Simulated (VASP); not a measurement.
# BaTiO3 (P4mm) in VASP: a series of runs

Aim: see how the results for BaTiO3 move with the level of theory and the settings. Levels: PBE+U, revPBE. Tasks: single point, relaxation of cell and atoms.

All numbers are computed with VASP 6.6.1; they aren't measurements. Logs are shortened: lines on timing, memory, paths and dates and some standing lists are left out, and cuts for length are marked.

**1. The cell of the first run**

It takes space group P4mm (No. 99, tetragonal). The conventional cell has a = 4.000 Å, b = 4.000 Å, c = 4.018 Å, α = 90.00°, β = 90.00°, γ = 90.00°. Within 3.7 Å of Ba (site symmetry 4mm) lie 12 O at 2.79 to 2.88 Å and 8 Ti at 3.45 to 3.49 Å. Within 2.5 Å of Ti (site symmetry 4mm) lie 6 O at 1.89 to 2.13 Å. O (site symmetry 2mm) has 2 Ti at 2.00 Å and 4 Ba at 2.79 to 2.88 Å and 8 O at 2.83 to 2.84 Å within 2.9 Å. O (site symmetry 4mm) has 2 Ti at 1.89 to 2.13 Å within 2.5 Å.

**2. Single point, PBE+U**

File INCAR:

```
SYSTEM = BaTiO3
PREC = Accurate
ENCUT = 910
EDIFF = 1E-6
ISMEAR = -1
SIGMA = 0.05
LREAL = .FALSE.
LASPH = .TRUE.
NELM = 200
ALGO = Normal
ISIF = 2
LWAVE = .FALSE.
LCHARG = .FALSE.
LMAXMIX = 4
LDAU = .TRUE.
LDAUTYPE = 2
LDAUL = -1 2 -1
LDAUU = 0 5 0
LDAUJ = 0 0 0
LDAUPRINT = 1
GGA = PE
NBANDS = 28
GGA_COMPAT = .FALSE.
```

File KPOINTS:

```
Automatic mesh
0
G
  7 7 7
  0 0 0
```

File POSCAR:

```
BaTiO3
1.0
    3.9998000000      0.0000000000      0.0000000000
    0.0000000000      3.9998000000      0.0000000000
    0.0000000000      0.0000000000      4.0180000000
Ba Ti O
1 1 3
Direct
    0.0000000000      0.0000000000      0.0000000000
    0.5000000000      0.5000000000      0.4900000000
    0.0000000000      0.5000000000      0.5170000000
    0.5000000000      0.0000000000      0.5170000000
    0.5000000000      0.5000000000      0.0190000000
```

Potentials or basis: VASP PAW PBE potentials, release 64 (Ba_sv, Ti_sv, O_h).

Started as:

```
> cat potpaw_PBE.64/Ba_sv/POTCAR potpaw_PBE.64/Ti_sv/POTCAR potpaw_PBE.64/O_h/POTCAR > POTCAR
> mpirun -np 1 vasp_std > vasp.out
```

OUTCAR:

```text
SYSTEM = BaTiO3
   PREC = Accurate
   ENCUT = 910
   EDIFF = 1E-6
   ISMEAR = -1
   LREAL = .FALSE.
   LASPH = .TRUE.
   NELM = 200
   ISIF = 2
   GGA = PE

 ion  position               nearest neighbor table
   1  0.000  0.000  0.000-   3 2.79   4 2.79   3 2.79   4 2.79   5 2.83   5 2.83   5 2.83   5 2.83
                             4 2.88   3 2.88   4 2.88   3 2.88   2 3.45   2 3.45   2 3.45   2 3.45
   2  0.500  0.500  0.490-   5 1.89   4 2.00   3 2.00   4 2.00   3 2.00   5 2.13   1 3.45   1 3.45
                             1 3.45   1 3.45   1 3.49   1 3.49   1 3.49   1 3.49
   3  0.000  0.500  0.517-   2 2.00   2 2.00   1 2.79   1 2.79   1 2.88   1 2.88
   4  0.500  0.000  0.517-   2 2.00   2 2.00   1 2.79   1 2.79   1 2.88   1 2.88
   5  0.500  0.500  0.019-   2 1.89   2 2.13   1 2.83   1 2.83   1 2.83   1 2.83

  LATTYP: Found a simple tetragonal cell.
 ALAT       =     3.9998000000
 C/A-ratio  =     1.0045502275

  Lattice vectors:

 A1 = (   3.9998000000,   0.0000000000,   0.0000000000)
 A2 = (   0.0000000000,   3.9998000000,   0.0000000000)
 A3 = (   0.0000000000,   0.0000000000,   4.0180000000)

Analysis of symmetry for initial positions (statically):
=====================================================================
 Subroutine PRICEL returns:
 Original cell was already a primitive cell.

 Routine SETGRP: Setting up the symmetry group for a
 simple tetragonal supercell.

 Subroutine GETGRP returns: Found  8 space group operations
 (whereof  8 operations were pure point group operations)
 out of a pool of 16 trial point group operations.

The static configuration has the point symmetry C_4v.

Analysis of symmetry for dynamics (positions and initial velocities):
=====================================================================
 Subroutine PRICEL returns:
 Original cell was already a primitive cell.

 Routine SETGRP: Setting up the symmetry group for a
 simple tetragonal supercell.

 Subroutine GETGRP returns: Found  8 space group operations
 (whereof  8 operations were pure point group operations)
 out of a pool of 16 trial point group operations.

The dynamic configuration has the point symmetry C_4v.

 Subroutine INISYM returns: Found  8 space group operations
 (whereof  8 operations are pure point group operations),
 and found     1 'primitive' translations

----------------------------------------------------------------------------------------

                                     Primitive cell

  volume of cell :      64.2816

  direct lattice vectors                    reciprocal lattice vectors
     3.999800000  0.000000000  0.000000000     0.250012501  0.000000000  0.000000000
     0.000000000  3.999800000  0.000000000     0.000000000  0.250012501  0.000000000
     0.000000000  0.000000000  4.018000000     0.000000000  0.000000000  0.248880040

  length of vectors
     3.999800000  3.999800000  4.018000000     0.250012501  0.250012501  0.248880040

  position of ions in fractional coordinates (direct lattice)
     0.000000000  0.000000000  0.000000000
     0.500000000  0.500000000  0.490000000
     0.000000000  0.500000000  0.517000000
     0.500000000  0.000000000  0.517000000
     0.500000000  0.500000000  0.019000000

  ion indices of the primitive-cell ions
   primitive index   ion index
                 1           1
                 2           2
                 3           3
[... 58 lines left out ...]
   total plane-waves  NPLWV =  64000
   dimension x,y,z NGX =    40 NGY =   40 NGZ =   40
   dimension x,y,z NGXF=    80 NGYF=   80 NGZF=   80
   ions per type =               1   1   3
   NGX,Y,Z   is equivalent  to a cutoff of  16.63, 16.63, 16.55 a.u.
   NGXF,Y,Z  is equivalent  to a cutoff of  33.25, 33.25, 33.10 a.u.
 SYSTEM =  BaTiO3
   PREC   = accura    normal or accurate (medium, high low for compatibility)
   ISTART =      0    job   : 0-new  1-cont  2-samecut
   ICHARG =      2    charge: 1-file 2-atom 10-const
   ISPIN  =      1    spin polarized calculation?
   LNONCOLLINEAR =      F non collinear calculations
   LSORBIT =      F    spin-orbit coupling
   LASPH  =      T    aspherical Exc in radial PAW
   ENCUT  =  910.0 eV  66.88 Ry    8.18 a.u.   9.84  9.84  9.88*2*pi/ulx,y,z
   NELM   =    200;   NELMIN=  2; NELMDL= -5     # of ELM steps
   EDIFF  = 0.1E-05   stopping-criterion for ELM
   LREAL  =      F    real-space projection
   EDIFFG = 0.1E-04   stopping-criterion for IOM
   NSW    =      0    number of steps for IOM
   IBRION =     -1    ionic relax: 0-MD 1-quasi-New 2-CG
   NFREE  =      0    steps in history (QN), initial steepest desc. (CG)
   ISIF   =      2    stress and relaxation
   ISYM   =      2    0-nonsym 1-usesym 2-fastsym
   POTIM  = 0.5000    time-step for ionic-motion
   TEBEG  =    0.0;   TEEND  =   0.0 temperature during run
   PSTRESS=    0.0 pullay stress
   NELECT =      40.0000    total number of electrons
   NUPDOWN=      -1.0000    fix difference up-down
   EMIN   =  10.00;   EMAX   =-10.00  energy-range for DOS
   EFERMI =   0.00;   METHOD = LEGACY
   ISMEAR =    -1;   SIGMA  =   0.05  broadening in eV -4-tet -1-fermi 0-gaus
   EFERMI_NEDOS =   21; number of points for ismear=-14 and -15
   IALGO  =     38    algorithm
   IMIX   =      4    mixing-type and parameters
     AMIX     =   0.40;   BMIX     =  1.00
     AMIX_MAG =   1.60;   BMIX_MAG =  1.00
  volume/ion in A,a.u.               =      12.86        86.76
  Fermi-wavevector in a.u.,A,eV,Ry     =   1.397653  2.641181 26.578078  1.953434
  Thomas-Fermi vector in A             =   2.520888
   LORBIT       =      0    0 simple, 1 ext, 2 COOP (PROOUT), +10 PAW based schemes
 LDA+U is selected, type is set to LDAUTYPE =  2
   angular momentum for each species LDAUL =    -1    2   -1
   U (eV)           for each species LDAUU =   0.0  5.0  0.0
   J (eV)           for each species LDAUJ =   0.0  0.0  0.0
   GGA     = PE    functional components
   LHFCALC =     F    Hartree Fock is set to
   AEXX    =    0.0000 exact exchange contribution
   IVDW    =     0    specifies the selected vdW correction
   LEPSILON=     F    determine dielectric tensor
   LRPA    =     F    only Hartree local field effects (RPA)
 non-spin polarized calculation
  energy-cutoff  :      910.00
  volume of cell :       64.28
 maximum number of plane-waves:      4023
 NGX is ok and might be reduce to    40
   NGX = 19   NGY = 19   NGZ = 19

atom =   2  type =  2  l = 2

 onsite density matrix

spin component  1

  0.0973 -0.0000  0.0000  0.0000  0.0000
 -0.0000  0.1035 -0.0000  0.0000  0.0000
  0.0000 -0.0000  0.2415  0.0000 -0.0000
  0.0000  0.0000  0.0000  0.1035 -0.0000
  0.0000  0.0000 -0.0000 -0.0000  0.2328

spin component  2

  0.0973 -0.0000  0.0000  0.0000  0.0000
 -0.0000  0.1035 -0.0000  0.0000  0.0000
  0.0000 -0.0000  0.2415  0.0000 -0.0000
  0.0000  0.0000  0.0000  0.1035 -0.0000
  0.0000  0.0000 -0.0000 -0.0000  0.2328

 occupancies and eigenvectors

  o =  0.0973  v =  1.0000  0.0000  0.0000  0.0000  0.0000  0.0000  0.0000  0.0000  0.0000  0.0000      0.0000  0.0000  0.0000  0.0000  0.0000  0.0000  0.0000  0.0000  0.0000  0.0000
  o =  0.0973  v =  0.0000  0.0000  0.0000  0.0000  0.0000  1.0000  0.0000  0.0000  0.0000  0.0000      0.0000  0.0000  0.0000  0.0000  0.0000  0.0000  0.0000  0.0000  0.0000  0.0000
  o =  0.1035  v =  0.0000  0.6198  0.0000  0.7847 -0.0000  0.0000  0.0000  0.0000  0.0000  0.0000      0.0000  0.0000  0.0000  0.0000  0.0000  0.0000  0.0000  0.0000  0.0000  0.0000
  o =  0.1035  v =  0.0000  0.0000  0.0000  0.0000  0.0000  0.0000  0.6198  0.0000  0.7847 -0.0000      0.0000  0.0000  0.0000  0.0000  0.0000  0.0000  0.0000  0.0000  0.0000  0.0000
  o =  0.1035  v =  0.0000  0.7847 -0.0000 -0.6198 -0.0000  0.0000  0.0000  0.0000  0.0000  0.0000      0.0000  0.0000  0.0000  0.0000  0.0000  0.0000  0.0000  0.0000  0.0000  0.0000
  o =  0.1035  v =  0.0000  0.0000  0.0000  0.0000  0.0000  0.0000  0.7847 -0.0000 -0.6198 -0.0000      0.0000  0.0000  0.0000  0.0000  0.0000  0.0000  0.0000  0.0000  0.0000  0.0000
  o =  0.2328  v =  0.0000  0.0000  0.0000  0.0000  0.0000  0.0000 -0.0000 -0.0000  0.0000 -1.0000      0.0000  0.0000  0.0000  0.0000  0.0000  0.0000  0.0000  0.0000  0.0000  0.0000
  o =  0.2328  v =  0.0000 -0.0000 -0.0000  0.0000 -1.0000  0.0000  0.0000  0.0000  0.0000  0.0000      0.0000  0.0000  0.0000  0.0000  0.0000  0.0000  0.0000  0.0000  0.0000  0.0000
  o =  0.2415  v =  0.0000 -0.0000 -1.0000 -0.0000  0.0000  0.0000  0.0000  0.0000  0.0000  0.0000      0.0000  0.0000  0.0000  0.0000  0.0000  0.0000  0.0000  0.0000  0.0000  0.0000
  o =  0.2415  v =  0.0000  0.0000  0.0000  0.0000  0.0000  0.0000 -0.0000 -1.0000 -0.0000  0.0000      0.0000  0.0000  0.0000  0.0000  0.0000  0.0000  0.0000  0.0000  0.0000  0.0000

 number of electron      40.0000003 magnetization

 Free energy of the ion-electron system (eV)
  ---------------------------------------------------
  ext. energy  EPLUGINS =         0.00000000
  ---------------------------------------------------
  free energy    TOTEN  =       -36.65884122 eV

  energy without entropy =      -36.65884122  energy(sigma->0) =      -36.65884122

 E-fermi :   5.5357     XC(G=0): -11.2551

 val. band max:        4.2767812627   @ k =   0.4286   0.4286   0.4286
 cond. band min:       6.7632361097   @ k =   0.0000   0.0000   0.0000
 fundamental gap:      2.4864548470
 Fermi energy:         5.5357242700

 k-point     1 :       0.0000    0.0000    0.0000
  band No.  band energies     occupation
      1     -53.5898      2.00000
      2     -29.7648      2.00000
      3     -29.7390      2.00000
      4     -29.7390      2.00000
      5     -20.4880      2.00000
      6     -12.6196      2.00000
[... 733 lines left out ...]
     27      12.7251      0.00000
     28      13.2034      0.00000

 [... further k-points ...]

------------------------ aborting loop because EDIFF is reached ----------------------------------------

  FORCE on cell =-STRESS in cart. coord.  units (eV):
  Direction    XX          YY          ZZ          XY          YZ          ZX
  --------------------------------------------------------------------------------------
  -------------------------------------------------------------------------------------
  Total        3.0267556      3.0267556      3.5546171      0.0000000     -0.0000000      0.0000000
  in kB       75.4399614     75.4399614     88.5965736      0.0000000     -0.0000000      0.0000000
  external PRESSURE =      79.8254988 kB  Pullay stress =       0.0000000 kB

 VOLUME and BASIS-vectors are now :
 -----------------------------------------------------------------------------
  energy-cutoff  :      910.00
  volume of cell :       64.28
      direct lattice vectors                 reciprocal lattice vectors
     3.999800000  0.000000000  0.000000000     0.250012501  0.000000000  0.000000000
     0.000000000  3.999800000  0.000000000     0.000000000  0.250012501  0.000000000
     0.000000000  0.000000000  4.018000000     0.000000000  0.000000000  0.248880040

 POSITION                                       TOTAL-FORCE (eV/Angst)
 -----------------------------------------------------------------------------------
      0.00000      0.00000      0.00000        -0.000000     -0.000000      0.067959
      1.99990      1.99990      1.96882         0.000000      0.000000      0.602589
      0.00000      1.99990      2.07731        -0.000000     -0.000000     -0.136559
      1.99990      0.00000      2.07731        -0.000000     -0.000000     -0.136559
      1.99990      1.99990      0.07634        -0.000000     -0.000000     -0.397430
 -----------------------------------------------------------------------------------
    total drift:                                0.000000      0.000000     -0.000534

  FREE ENERGIE OF THE ION-ELECTRON SYSTEM (eV)
  ---------------------------------------------------
  free  energy   TOTEN  =       -36.6588412207 eV

  energy  without entropy=      -36.6588412207  energy(sigma->0) =      -36.65884122
```

Wall time 2.9 min (1 thread of Intel Xeon Platinum 8259CL at 2.50GHz (Skylake/Cascade Lake), shared host); peak memory 0.35 GiB.

What came out:

```yaml
Free_energy: -36.6588 eV
Pressure: 8.0 GPa
Largest_force: 0.603 eV/Å
Band_gap_on_the_k_mesh: 2.49 eV (least direct gap 2.70 eV)
```

Forces in eV/Å, atoms in the order of the input:
```
Ba   0.000  0.000  0.068
Ti   0.000  0.000  0.603
O    0.000  0.000 -0.137
O    0.000  0.000 -0.137
O    0.000  0.000 -0.397
```

Levels at points of the mesh, in eV from the valence-band top:
```tsv
k point	band 18	band 19	band 20	band 21	band 22	band 23
(0.00, 0.00, 0.00)	-0.25	-0.21	-0.21	2.49	2.63	2.63
```

Eigenvalues of the final occupation matrices:
```tsv
site	spin	trace	eigenvalues
site 2 d	1	0.78	0.10 0.10 0.10 0.23 0.24
site 2 d	2	0.78	0.10 0.10 0.10 0.23 0.24
```

Caveat: the cutoff is under 1.25 times the usual one of these potentials, so pressure, stress and relaxed cells hold a basis-set (Pulay) error; the cell stands under pressure; spin-orbit coupling is left out, which moves the levels of the heavy elements; an odd mesh through Γ misses points on the zone boundary, where band edges can lie.

**3. Relaxation of cell and atoms, revPBE**

POSCAR is that of step 2.

File INCAR.step1:

```
SYSTEM = BaTiO3
  GGA = RE
  ISMEAR = 0
  SIGMA = 0.03
  LWAVE = .FALSE.
  LCHARG = .FALSE.
  NSW = 80
  PREC = Accurate
  LASPH = .TRUE.
  LREAL = .FALSE.
  ALGO = Normal
  EDIFF = 1E-7
  NELM = 120
  GGA_COMPAT = .FALSE.
  IBRION = 2
  ISIF = 3
  EDIFFG = -0.002
  NELMIN = 4
  ENCUT = 840
  EFERMI = MIDGAP
  KPAR = 4
  POTIM = 0.5
```

File INCAR.step4:

```
SYSTEM = BaTiO3
  GGA = RE
  ISMEAR = 0
  SIGMA = 0.03
  LWAVE = .FALSE.
  LCHARG = .FALSE.
  PREC = Accurate
  LASPH = .TRUE.
  LREAL = .FALSE.
  ALGO = Normal
  EDIFF = 1E-7
  NELM = 120
  GGA_COMPAT = .FALSE.
  ISIF = 2
  ENCUT = 840
  EFERMI = MIDGAP
  KPAR = 4
```

File KPOINTS:

```
Automatic mesh
0
Gamma
  7 7 7
  0 0 0
```

Potentials or basis: VASP PAW PBE potentials, release 64 (Ba_sv, Ti_sv, O).

Started as:

```
> cat potpaw_PBE.64/Ba_sv/POTCAR potpaw_PBE.64/Ti_sv/POTCAR potpaw_PBE.64/O/POTCAR > POTCAR
> cp INCAR.step1 INCAR
> cp POSCAR.step1 POSCAR
> mpirun -np 4 vasp_std > vasp.out
> cp CONTCAR POSCAR
> mpirun -np 4 vasp_std > vasp.out
> cp CONTCAR POSCAR
> mpirun -np 4 vasp_std > vasp.out
> cp CONTCAR POSCAR
> cp INCAR.step4 INCAR
> mpirun -np 4 vasp_std > vasp.out
```

Wall time 11 min (4 MPI ranks of Intel Xeon 6975P-C (Granite Rapids), shared host); peak memory 0.38 GiB.

It converged, with:

* Free energy: -38.3378 eV
* Relaxed volume: 14.04 Å³/atom
* Relaxed cell: a = 4.000 Å, b = 4.000 Å, c = 4.386 Å, α = 90.00°, β = 90.00°, γ = 90.00°
* Space group after relaxing (to 0.1 Å): P4mm (No. 99)
* Energy gained by relaxing: 28.7 meV/atom
* Ionic steps: 48
* Pressure after relaxing: 0.0 GPa
* Band gap on the k mesh: 1.88 eV (least direct gap 2.44 eV)

Forces in eV/Å, atoms in the order of the input:
```
Ba   0.000  0.000 -0.002
Ti   0.000  0.000 -0.002
O    0.000  0.000  0.001
O    0.000  0.000  0.001
O    0.000  0.000  0.001
```

The path:
```
step  energy change (eV)  largest force (eV/Å)  pressure (GPa)  volume (Å³)
   1              0.0000                0.2766            7.36        64.28
   3             -0.0998                0.1422            0.65        67.90
   5             -0.1277                0.1742           -0.57        69.39
   7             -0.1359                0.1259            0.13        69.45
   9             -0.1374                0.0529            0.21        69.55
  11             -0.1381                0.0358           -0.17        69.98
  13             -0.1382                0.0187            0.01        69.96
  15             -0.1382                0.0069            0.01        69.97
  17             -0.1382                0.0016            0.01        69.97
  19             -0.1432                0.0033            0.08        69.99
  21             -0.1432                0.0189           -0.04        70.04
  23             -0.1432                0.0082           -0.01        70.07
  25             -0.1433                0.0161            0.00        70.12
  27             -0.1433                0.0188           -0.04        70.17
  29             -0.1433                0.0155           -0.01        70.14
  31             -0.1433                0.0121            0.10        70.09
  33             -0.1433                0.0071            0.05        70.12
  35             -0.1433                0.0091           -0.01        70.15
  37             -0.1433                0.0027            0.00        70.15
  39             -0.1433                0.0003            0.00        70.15
  41             -0.1434                0.0022            0.02        70.16
  43             -0.1434                0.0056           -0.03        70.18
  45             -0.1434                0.0050           -0.02        70.18
  47             -0.1434                0.0036           -0.02        70.18
  48             -0.1434                0.0018            0.00        70.18
```

Final structure:
```
Ba Ti O
1.0
     4.00033    0.00000    0.00000
     0.00000    4.00033    0.00000
     0.00000    0.00000    4.38574
Ba Ti O
1 1 3
Direct
  0.00000 0.00000 0.97982
  0.50000 0.50000 0.46387
  0.00000 0.50000 0.52270
  0.50000 0.00000 0.52270
  0.50000 0.50000 0.05390
```

Levels at points of the mesh, in eV from the valence-band top:
| k point | band 16 | band 17 | band 18 | band 19 | band 20 | band 21 | band 22 | band 23 | band 24 |
| --- | --- | --- | --- | --- | --- | --- | --- | --- | --- |
| (0.00, 0.00, 0.00) | -1.94 | -1.33 | -1.26 | -0.55 | -0.55 | 1.88 | 2.73 | 2.73 | 3.94 |

Caveat: the PAW data sets were made with another functional, which shifts forces and pressure a little; spin-orbit coupling is left out, which moves the levels of the heavy elements; an odd mesh through Γ misses points on the zone boundary, where band edges can lie.
